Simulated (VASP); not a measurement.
Write the native input for VASP 6.6.1 that does the following.

* Task: single point
* Functional: PBE
* Potentials or basis: VASP PAW PBE potentials, release 64 (P)
* Cutoff: 520 eV
* k mesh: 9 × 9 × 14
* Occupations: fermi-dirac, width 0.1 eV
* Spin: no spin polarisation
* Dipole correction: no
* Further INCAR settings: ALGO = Normal; EDIFF = 1e-06; NBANDS = 14

The structure of P lies in POSCAR:

```
P
1.0
    4.4559052321      0.0000000000      0.0000000000
   -2.2279526161      3.8589271278      0.0000000000
    0.0000000000      0.0000000000      2.5118082386
P
3
Direct
    0.0000000000      0.0000000000      0.0000000000
    0.3333333333      0.6666666667      0.5000000000
    0.6666666667      0.3333333333      0.5000000000
```

One way to write it, as run:

INCAR

```
SYSTEM = P
  PREC = Accurate
  ENCUT = 520
  EDIFF = 1E-6
  ISMEAR = -1
  SIGMA = 0.1
  LREAL = .False.
  LASPH = .True.
  NELM = 80
  ALGO = Normal
  ISIF = 2
  LWAVE = .False.
  LCHARG = .False.
  GGA = PE
  NBANDS = 14
```

KPOINTS

```
regular mesh
0
Gamma
  9 9 14
  0 0 0
```

Potentials or basis: VASP PAW PBE potentials, release 64 (P).

Command:

```console
$ cat potpaw_PBE.64/P/POTCAR > POTCAR
$ mpirun -np 1 vasp_std > vasp.out
```

Results of the run:

```json
{
 "Pressure": "-0.3 GPa"
}
```

Wall time 23 s on 1 thread of AMD EPYC 9R45 96-Core Processor (Zen 5), with other jobs on the host, peak memory 0.15 GiB.
